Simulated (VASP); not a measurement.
Runs of VASP 6.6.1 on InP. The structure is that of space group Fm-3m (No. 225), or close to it. The cells are those of the table. 

| task | cell | gap on the mesh (eV) | pressure (GPa) |
| --- | --- | --- | --- |
| electric field gradients | a = 4.017, b = 4.017, c = 4.038 Å, angles 59.8, 59.8, 60.3°, 2 atoms | none | -9.3 |
| electric field gradients | a = 4.117 Å, angles 60.0°, 2 atoms | none | -11.5 |
| electric field gradients | a = 4.051 Å, angles 60.0°, 2 atoms | none | -10.0 |
| single point | a = 4.091 Å, angles 60.0°, 2 atoms | none | (a) |
| electric field gradients | a = 4.064 Å, angles 60.0°, 2 atoms | none | -10.4 |
| single point | a = 4.064 Å, angles 60.0°, 2 atoms | none | -10.4 |
| single point | a = 4.117 Å, angles 60.0°, 2 atoms | none | -11.5 |
| single point | a = 3.955 Å, angles 60.0°, 2 atoms | none | -6.8 |
| single point | a = 4.058, b = 4.058, c = 4.038 Å, angles 60.2, 60.2, 59.7°, 2 atoms | none | -10.0 |
| electric field gradients | a = 4.010 Å, angles 60.0°, 2 atoms | none | -8.8 |

Alike in all rows: level LDA; potentials or basis VASP PAW LDA potentials, release 64 (In_d, P); no spin polarisation; k mesh 11 × 11 × 11; cutoff (eV) 520; smearing fermi-dirac 0.05 eV.

Task: Estimate the missing entries.

Result: (a) -11.0.

Caveats: the cell stands under tension; spin-orbit coupling is left out, which moves the levels of the heavy elements.

A k mesh can miss the band edges, and the runs leave out spin-orbit coupling on In.

A gap of «none» marks levels without a gap at the run's occupations.
